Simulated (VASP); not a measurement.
# InGa2N3 (P6/mmm) in VASP: notebook

The runs below take InGa2N3 through single point, relaxation of cell and atoms, with PBE.

All numbers are computed with VASP 6.6.1; they aren't measurements. Logs are shortened: lines on timing, memory, paths and dates and some standing lists are left out, and cuts for length are marked.

## Step 1: The cell of the first run

It takes space group P6/mmm (No. 191, hexagonal). The conventional cell has a = 6.278 Å, b = 6.278 Å, c = 3.338 Å, α = 90.00°, β = 90.00°, γ = 120.00°. In (site symmetry 6/mmm) has 2 In at 3.34 Å and 12 N at 3.55 Å and 12 Ga at 3.99 Å within 4.4 Å. Within 2.4 Å of Ga (site symmetry -6m2) lie 3 N at 1.81 Å. Within 2.4 Å of N (site symmetry mmm) lie 2 Ga at 1.81 Å.

The cell was built from a structure type or drawn by symmetry, and may not be a known phase.

## Step 2: Single point, PBE, collinear spin, ferromagnetic start

INCAR

```
PREC = Accurate
ENCUT = 520
EDIFF = 1E-7
ISMEAR = 0
SIGMA = 0.1
LREAL = False
LASPH = True
NELM = 150
ALGO = Normal
ISIF = 2
LWAVE = False
LCHARG = False
ISPIN = 2
MAGMOM = 0 0 0 1 1 1
LORBIT = 11
GGA = PE
NBANDS = 40
```

KPOINTS

```
regular mesh
0
Gamma
  3 3 6
```

POSCAR

```
InGa2N3
1.0
    6.2775513254      0.0000000000      0.0000000000
   -3.1387756627      5.4365189213      0.0000000000
    0.0000000000      0.0000000000      3.3382901218
In Ga N
1 2 3
Direct
    0.0000000000      0.0000000000      0.0000000000
    0.3333333333      0.6666666667      0.5000000000
    0.6666666667      0.3333333333      0.5000000000
    0.5000000000      0.0000000000      0.5000000000
    0.0000000000      0.5000000000      0.5000000000
    0.5000000000      0.5000000000      0.5000000000
```

Potentials or basis: VASP PAW PBE potentials, release 64 (In_d, Ga_d, N).

On the command line:

```console
> cat potpaw_PBE.64/In_d/POTCAR potpaw_PBE.64/Ga_d/POTCAR potpaw_PBE.64/N/POTCAR > POTCAR
> mpirun -np 1 vasp_std > vasp.out
```

OUTCAR:

```text
PREC = Accurate
   ENCUT = 520
   EDIFF = 1E-7
   ISMEAR = 0
   LREAL = False
   LASPH = True
   NELM = 150
   ISIF = 2
   ISPIN = 2
   LORBIT = 11
   GGA = PE

 ion  position               nearest neighbor table
   1  0.000  0.000  0.000-
   2  0.333  0.667  0.500-   4 1.81   5 1.81   6 1.81
   3  0.667  0.333  0.500-   4 1.81   5 1.81   6 1.81
   4  0.500  0.000  0.500-   2 1.81   3 1.81
   5  0.000  0.500  0.500-   2 1.81   3 1.81
   6  0.500  0.500  0.500-   2 1.81   3 1.81

  LATTYP: Found a hexagonal cell.
 ALAT       =     6.2775513254
 C/A-ratio  =     0.5317822107

  Lattice vectors:

 A1 = (   6.2775513254,   0.0000000000,   0.0000000000)
 A2 = (  -3.1387756627,   5.4365189213,   0.0000000000)
 A3 = (   0.0000000000,   0.0000000000,   3.3382901218)

Analysis of symmetry for initial positions (statically):
=====================================================================
 Subroutine PRICEL returns:
 Original cell was already a primitive cell.

 Routine SETGRP: Setting up the symmetry group for a
 hexagonal supercell.

 Subroutine GETGRP returns: Found 24 space group operations
 (whereof 24 operations were pure point group operations)
 out of a pool of 24 trial point group operations.

The static configuration has the point symmetry D_6h.

Analysis of symmetry for dynamics (positions and initial velocities):
=====================================================================
 Subroutine PRICEL returns:
 Original cell was already a primitive cell.

 Routine SETGRP: Setting up the symmetry group for a
 hexagonal supercell.

 Subroutine GETGRP returns: Found 24 space group operations
 (whereof 24 operations were pure point group operations)
 out of a pool of 24 trial point group operations.

The dynamic configuration has the point symmetry D_6h.

Analysis of structural, dynamic, and magnetic symmetry:
=====================================================================
 Subroutine PRICEL returns:
 Original cell was already a primitive cell.

 Routine SETGRP: Setting up the symmetry group for a
 hexagonal supercell.

 Subroutine GETGRP returns: Found 24 space group operations
 (whereof 24 operations were pure point group operations)
 out of a pool of 24 trial point group operations.

The overall configuration has the point symmetry D_6h.

 Subroutine INISYM returns: Found 24 space group operations
 (whereof 24 operations are pure point group operations),
 and found     1 'primitive' translations

----------------------------------------------------------------------------------------

                                     Primitive cell

  volume of cell :     113.9293

  direct lattice vectors                    reciprocal lattice vectors
     6.277551325  0.000000000  0.000000000     0.159297782  0.091970617  0.000000000
    -3.138775663  5.436518921  0.000000000     0.000000000  0.183941234  0.000000000
     0.000000000  0.000000000  3.338290122     0.000000000  0.000000000  0.299554551

  length of vectors
     6.277551325  6.277551325  3.338290122     0.183941234  0.183941234  0.299554551

  position of ions in fractional coordinates (direct lattice)
     0.000000000  0.000000000  0.000000000
     0.333333333  0.666666667  0.500000000
     0.666666667  0.333333333  0.500000000
     0.500000000  0.000000000  0.500000000
     0.000000000  0.500000000  0.500000000
     0.500000000  0.500000000  0.500000000

  ion indices of the primitive-cell ions
   primitive index   ion index
                 1           1
                 2           2
                 3           3
                 4           4
                 5           5
                 6           6

----------------------------------------------------------------------------------------

 KPOINTS: regular mesh

Automatic generation of k-mesh.
[... 26 lines left out ...]
  0.000000  0.000000  0.166667      2.000000
  0.333333  0.000000  0.166667     12.000000
  0.333333  0.333333  0.166667      4.000000
  0.000000  0.000000  0.333333      2.000000
  0.333333  0.000000  0.333333     12.000000
  0.333333  0.333333  0.333333      4.000000
  0.000000  0.000000  0.500000      1.000000
  0.333333  0.000000  0.500000      6.000000
  0.333333  0.333333  0.500000      2.000000
   k-points           NKPTS =     12   k-points in BZ     NKDIM =     12   number of bands    NBANDS=     40
   number of dos      NEDOS =    301   number of ions     NIONS =      6
   total plane-waves  NPLWV =  64512
   dimension x,y,z NGX =    48 NGY =   48 NGZ =   28
   dimension x,y,z NGXF=    96 NGYF=   96 NGZF=   56
   ions per type =               1   2   3
   NGX,Y,Z   is equivalent  to a cutoff of  12.71, 12.71, 13.94 a.u.
   NGXF,Y,Z  is equivalent  to a cutoff of  25.42, 25.42, 27.89 a.u.
 SYSTEM =  unknown system
   PREC   = accura    normal or accurate (medium, high low for compatibility)
   ISTART =      0    job   : 0-new  1-cont  2-samecut
   ICHARG =      2    charge: 1-file 2-atom 10-const
   ISPIN  =      2    spin polarized calculation?
   LNONCOLLINEAR =      F non collinear calculations
   LSORBIT =      F    spin-orbit coupling
   LASPH  =      T    aspherical Exc in radial PAW
   ENCUT  =  520.0 eV  38.22 Ry    6.18 a.u.  11.67 11.67  6.21*2*pi/ulx,y,z
   NELM   =    150;   NELMIN=  2; NELMDL= -5     # of ELM steps
   EDIFF  = 0.1E-06   stopping-criterion for ELM
   LREAL  =      F    real-space projection
   EDIFFG = 0.1E-05   stopping-criterion for IOM
   NSW    =      0    number of steps for IOM
   IBRION =     -1    ionic relax: 0-MD 1-quasi-New 2-CG
   NFREE  =      0    steps in history (QN), initial steepest desc. (CG)
   ISIF   =      2    stress and relaxation
   ISYM   =      2    0-nonsym 1-usesym 2-fastsym
   POTIM  = 0.5000    time-step for ionic-motion
   TEBEG  =    0.0;   TEEND  =   0.0 temperature during run
   PSTRESS=    0.0 pullay stress
   NELECT =      54.0000    total number of electrons
   NUPDOWN=      -1.0000    fix difference up-down
   EMIN   =  10.00;   EMAX   =-10.00  energy-range for DOS
   EFERMI =   0.00;   METHOD = LEGACY
   ISMEAR =     0;   SIGMA  =   0.10  broadening in eV -4-tet -1-fermi 0-gaus
   EFERMI_NEDOS =   21; number of points for ismear=-14 and -15
   IALGO  =     38    algorithm
   IMIX   =      4    mixing-type and parameters
     AMIX     =   0.40;   BMIX     =  1.00
     AMIX_MAG =   1.60;   BMIX_MAG =  1.00
  volume/ion in A,a.u.               =      18.99       128.14
  Fermi-wavevector in a.u.,A,eV,Ry     =   1.276422  2.412088 22.167340  1.629254
  Thomas-Fermi vector in A             =   2.409079
   LORBIT       =     11    0 simple, 1 ext, 2 COOP (PROOUT), +10 PAW based schemes
   GGA     = PE    functional components
   LHFCALC =     F    Hartree Fock is set to
   AEXX    =    0.0000 exact exchange contribution
   IVDW    =     0    specifies the selected vdW correction
   LEPSILON=     F    determine dielectric tensor
   LRPA    =     F    only Hartree local field effects (RPA)
 spin polarized calculation
 Gauss-broadening in eV      SIGMA  =   0.10
  energy-cutoff  :      520.00
  volume of cell :      113.93
 maximum number of plane-waves:      3105
 NGX is ok and might be reduce to    48
   NGX = 23   NGY = 23   NGZ = 13

 number of electron      54.0000040 magnetization       1.9965047

 Free energy of the ion-electron system (eV)
  ---------------------------------------------------
  ext. energy  EPLUGINS =         0.00000000
  ---------------------------------------------------
  free energy    TOTEN  =       -27.78354982 eV

  energy without entropy =      -27.76261495  energy(sigma->0) =      -27.77308238

 E-fermi :   2.3537     XC(G=0):  -9.3158

 val. band max:        2.3431510116   @ k =   0.3333   0.0000   0.1667
 cond. band min:       2.3562418501   @ k =   0.3333   0.3333   0.3333
 fundamental gap:      0.0130908385
 Fermi energy:         2.3537400107

 spin component 1

 k-point     1 :       0.0000    0.0000    0.0000
  band No.  band energies     occupation
      1     -13.0876      1.00000
      2     -12.6158      1.00000
      3     -12.6158      1.00000
      4     -11.6710      1.00000
      5     -11.6594      1.00000
      6     -11.4991      1.00000
[... 493 lines left out ...]
     38      12.6746      0.00000
     39      13.3677      0.00000
 Fermi energy:         2.3537400107

 spin component 2

 k-point     1 :       0.0000    0.0000    0.0000
  band No.  band energies     occupation
      1     -12.6037      1.00000
      2     -12.2391      1.00000
      3     -12.2391      1.00000
      4     -11.6653      1.00000
      5     -11.6635      1.00000
      6     -11.4650      1.00000
[... 493 lines left out ...]
     38      12.7871      0.00000
     39      13.3245      0.00000
 [bands above 39 left out]

------------------------ aborting loop because EDIFF is reached ----------------------------------------

  FORCE on cell =-STRESS in cart. coord.  units (eV):
  Direction    XX          YY          ZZ          XY          YZ          ZX
  --------------------------------------------------------------------------------------
  -------------------------------------------------------------------------------------
  Total       -0.4136961     -0.4136961      0.6016254      0.0000000      0.0000000      0.0000000
  in kB       -5.8177721     -5.8177721      8.4606057      0.0000000      0.0000000      0.0000000
  external PRESSURE =      -1.0583129 kB  Pullay stress =       0.0000000 kB

 VOLUME and BASIS-vectors are now :
 -----------------------------------------------------------------------------
  energy-cutoff  :      520.00
  volume of cell :      113.93
      direct lattice vectors                 reciprocal lattice vectors
     6.277551325  0.000000000  0.000000000     0.159297782  0.091970617  0.000000000
    -3.138775663  5.436518921  0.000000000     0.000000000  0.183941234  0.000000000
     0.000000000  0.000000000  3.338290122     0.000000000  0.000000000  0.299554551

 POSITION                                       TOTAL-FORCE (eV/Angst)
 -----------------------------------------------------------------------------------
      0.00000      0.00000      0.00000        -0.000000      0.000000      0.000000
     -0.00000      3.62435      1.66915        -0.000000      0.000000      0.000000
      3.13878      1.81217      1.66915         0.000000     -0.000000      0.000000
      3.13878      0.00000      1.66915        -0.000000      0.000000      0.000000
     -1.56939      2.71826      1.66915        -0.000000      0.000000      0.000000
      1.56939      2.71826      1.66915        -0.000000      0.000000      0.000000
 -----------------------------------------------------------------------------------
    total drift:                               -0.000000      0.000000     -0.000000

  FREE ENERGIE OF THE ION-ELECTRON SYSTEM (eV)
  ---------------------------------------------------
  free  energy   TOTEN  =       -27.7835498216 eV

  energy  without entropy=      -27.7626149460  energy(sigma->0) =      -27.77308238

 total charge

# of ion       s       p       d       tot
------------------------------------------
    1        1.158   0.160   9.845  11.163
    2        0.810   0.952  10.202  11.964
    3        0.810   0.952  10.202  11.964
    4        1.260   2.361   0.000   3.621
    5        1.260   2.361   0.000   3.621
    6        1.260   2.361   0.000   3.621
--------------------------------------------------
tot          6.558   9.147  30.248  45.952

 magnetization (x)

# of ion       s       p       d       tot
------------------------------------------
    1        0.014  -0.035   0.001  -0.020
    2       -0.016  -0.031   0.034  -0.013
    3       -0.016  -0.031   0.034  -0.013
    4        0.014   0.489   0.000   0.503
    5        0.014   0.489   0.000   0.503
    6        0.014   0.489   0.000   0.503
--------------------------------------------------
tot          0.025   1.369   0.069   1.462
```

Wall time 76 s (1 thread of Intel Xeon 6975P-C (Granite Rapids), shared host); peak memory 0.33 GiB.

What came out:

| Property | Result |
| --- | --- |
| Free energy | -27.7835 eV |
| Pressure | -0.1 GPa |
| Band gap on the k mesh | zero (filled and empty bands overlap) |
| Net moment | 2.00 μB per cell |
| Site moments | In -0.02; Ga -0.01; N +0.50 μB |
| Valence electrons inside the program's atomic spheres | In 11.16; Ga 11.96; N 3.62 |

Caveat: the k points lie up to 0.39 Å⁻¹ apart, too coarse for converged energies and pressures of a metal; spin-orbit coupling is left out, which moves the levels of the heavy elements.

## Step 3: Relaxation of cell and atoms, PBE

This run uses another cell than the first one, of 17.84 Å³/atom.

INCAR

```
SYSTEM = InGa2N3
ALGO = Normal ; EDIFF = 1E-6
EDIFFG = -0.04 ; ENCUT = 600
GGA = PE ; IBRION = 2
ISIF = 3 ; ISMEAR = 0
LASPH = .True. ; LCHARG = .False.
LREAL = .False. ; LWAVE = .False.
NELM = 100 ; NSW = 90
PREC = Accurate ; SIGMA = 0.1
```

KPOINTS

```
k-points
0
Gamma
  6 6 4
  0 0 0
```

POSCAR

```
InGa2N3
1.0
    4.9060318900      0.0000000000      0.0000000000
   -2.4530159500      4.2487482500      0.0000000000
    0.0000000000      0.0000000000      5.1362807500
In Ga N
1 2 3
Direct
    0.0000000000      0.0000000000      0.0000000000
    0.3333333300      0.6666666700      0.5000000000
    0.6666666700      0.3333333300      0.5000000000
    0.5000000000      0.0000000000      0.5000000000
    0.0000000000      0.5000000000      0.5000000000
    0.5000000000      0.5000000000      0.5000000000
```

Potentials or basis: VASP PAW PBE potentials, release 64 (In_d, Ga_d, N).

On the command line:

```console
> cat potpaw_PBE.64/In_d/POTCAR potpaw_PBE.64/Ga_d/POTCAR potpaw_PBE.64/N/POTCAR > POTCAR
> mpirun -np 1 vasp_std > vasp.out
```

OUTCAR:

```text
SYSTEM = InGa2N3
   EDIFF = 1E-6
   EDIFFG = -0.04
   ENCUT = 600
   GGA = PE
   IBRION = 2
   ISIF = 3
   ISMEAR = 0
   LASPH = .True.
   LREAL = .False.
   NELM = 100
   NSW = 90
   PREC = Accurate

 ion  position               nearest neighbor table
   1  0.000  0.000  0.000-
   2  0.333  0.667  0.500-   5 1.42   4 1.42   6 1.42   3 2.83   3 2.83   3 2.83
   3  0.667  0.333  0.500-   5 1.42   4 1.42   6 1.42   2 2.83   2 2.83   2 2.83
   4  0.500  0.000  0.500-   2 1.42   3 1.42
   5  0.000  0.500  0.500-   2 1.42   3 1.42
   6  0.500  0.500  0.500-   2 1.42   3 1.42

  LATTYP: Found a hexagonal cell.
 ALAT       =     4.9060318900
 C/A-ratio  =     1.0469317903

  Lattice vectors:
[... 192 lines left out ...]
  -------------------------------------------------------------------------------------
  Total      111.5571677    111.5571678     -2.1920029     -0.0000001      0.0000000     -0.0000000
  in kB     1669.4289568   1669.4289580    -32.8028504     -0.0000020      0.0000000     -0.0000000
  external PRESSURE =    1102.0183548 kB  Pullay stress =       0.0000000 kB
[... 1588 lines left out ...]
     31       6.7795      0.00000
     32       8.8705      0.00000

[... ionic steps 4 to 12 ...]

--------------------------------------- Ionic step       13  -------------------------------------------

 number of electron      53.9999985 magnetization

------------------------ aborting loop because EDIFF is reached ----------------------------------------
[... 75 lines left out ...]
--------------------------------------- Ionic step       15  -------------------------------------------

 number of electron      53.9999973 magnetization

 Free energy of the ion-electron system (eV)
  ---------------------------------------------------
  ext. energy  EPLUGINS =         0.00000000
  ---------------------------------------------------
  free energy    TOTEN  =       -27.50527653 eV

  energy without entropy =      -27.47985046  energy(sigma->0) =      -27.49256349

 E-fermi :   2.3454     XC(G=0):  -9.4564

 val. band max:        2.3102324830   @ k =   0.3333   0.0000   0.0000
 cond. band min:       2.3661480511   @ k =   0.3333   0.1667   0.5000
 fundamental gap:      0.0559155681
 Fermi energy:         2.3453993832
[... 766 lines left out ...]
  FREE ENERGIE OF THE ION-ELECTRON SYSTEM (eV)
  ---------------------------------------------------
  free  energy   TOTEN  =       -27.5052765254 eV

  energy  without entropy=      -27.4798504643  energy(sigma->0) =      -27.49256349

 reached required accuracy - stopping structural energy minimisation
```

OSZICAR:

```text
N       E                     dE             d eps       ncg     rms          rms(c)
DAV:   1     0.673820618857E+03    0.67382E+03   -0.29149E+04  1392   0.283E+03
DAV:   2     0.953620734059E+02   -0.57846E+03   -0.55509E+03  1496   0.685E+02
DAV:   3    -0.166844717857E+02   -0.11205E+03   -0.10910E+03  1584   0.247E+02
[... 205 lines left out ...]
DAV:   5    -0.275046800402E+02   -0.95188E-03   -0.27933E-02  1608   0.291E+00    0.276E-01
DAV:   6    -0.275052548776E+02   -0.57484E-03   -0.53025E-03  1744   0.620E-01    0.119E-01
DAV:   7    -0.275052754278E+02   -0.20550E-04   -0.38423E-04  1904   0.239E-01    0.266E-02
DAV:   8    -0.275052763575E+02   -0.92973E-06   -0.42676E-05  1792   0.537E-02    0.126E-02
DAV:   9    -0.275052765254E+02   -0.16785E-06   -0.27819E-06  1328   0.295E-02
  15 F= -.27505277E+02 E0= -.27492563E+02  d E =-.102385E-01
```

CONTCAR:

```text
InGa2N3
   1.00000000000000
     6.2428273900687330   -0.0000000018907315   -0.0000000000000000
    -3.1214137030341873    5.4064471150454025    0.0000000000000000
     0.0000000000000000    0.0000000000000000    3.2845631475588193
  In              Ga              N
     1     2     3
Direct
     0.0000000000000000    0.0000000000000000    0.0000000000000000
     0.3333333300000021    0.6666666699999979    0.5000000000000000
     0.6666666699999979    0.3333333300000021    0.5000000000000000
     0.5000000000000000    0.0000000000000000    0.5000000000000000
     0.0000000000000000    0.5000000000000000    0.5000000000000000
     0.5000000000000000    0.5000000000000000    0.5000000000000000

  0.00000000E+00  0.00000000E+00  0.00000000E+00
  0.00000000E+00  0.00000000E+00  0.00000000E+00
  0.00000000E+00  0.00000000E+00  0.00000000E+00
  0.00000000E+00  0.00000000E+00  0.00000000E+00
  0.00000000E+00  0.00000000E+00  0.00000000E+00
  0.00000000E+00  0.00000000E+00  0.00000000E+00
```

It took 9.7 min on 1 thread of Intel Xeon 6975P-C (Granite Rapids), shared host; peak memory 0.31 GiB.

Results:

* Free energy: -27.5053 eV
* Relaxed volume: 18.48 Å³/atom
* Relaxed cell: a = 6.243 Å, b = 6.243 Å, c = 3.285 Å, α = 90.00°, β = 90.00°, γ = 120.00°
* Space group after relaxing (to 0.1 Å): P6/mmm (No. 191)
* Pressure after relaxing: 0.0 GPa
* Band gap on the k mesh: zero (bands 27 and 28 overlap by 0.86 eV)

Final structure:
```yaml
crystal:
  lattice:
    - [6.24283, 0.00000, 0.00000]
    - [-3.12141, 5.40645, 0.00000]
    - [0.00000, 0.00000, 3.28456]
  atoms:
    - { symbol: In, position: [0.00000, 0.00000, 0.00000] }
    - { symbol: Ga, position: [0.33333, 0.66667, 0.50000] }
    - { symbol: Ga, position: [0.66667, 0.33333, 0.50000] }
    - { symbol: N, position: [0.50000, 0.00000, 0.50000] }
    - { symbol: N, position: [0.00000, 0.50000, 0.50000] }
    - { symbol: N, position: [0.50000, 0.50000, 0.50000] }
```

Caveat: a cell axis changed by over 15 % at a fixed basis, so the end point is rough; spin-orbit coupling is left out, which moves the levels of the heavy elements.
